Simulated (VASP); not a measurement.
SnSe, 4 atoms in the cell. The cell holds a slab with vacuum, 4 atoms: a = 4.285 Å, b = 4.285 Å, c = 10.991 Å, α = 90.00°, β = 90.00°, γ = 90.00°. 

```yaml
Program: VASP 6.6.1
Task: single point
Functional: PBEsol
Potentials_or_basis: VASP PAW PBE potentials, release 64 (Sn_d, Se)
Cutoff: 520 eV
k_mesh: 6 × 6 × 3
Occupations: fermi-dirac, width 0.05 eV
Spin: no spin polarisation
Dipole_correction: no
Further_INCAR_settings: ALGO = Normal; EDIFF = 1e-06; NBANDS = 28
```

Potentials or basis: VASP PAW PBE potentials, release 64 (Sn_d, Se).

The run is started by

```bash
$ cat potpaw_PBE.64/Sn_d/POTCAR potpaw_PBE.64/Se/POTCAR > POTCAR
$ mpirun -np 1 vasp_std > vasp.out
```

Hardware: 1 thread of Intel Xeon 8259CL (shared host).

How long does it take, and how much memory?

Run time: 110 s on 1 thread of Intel Xeon 8259CL, on a shared host, peak memory 0.33 GiB. Counts: scf iterations 15, k points 20.
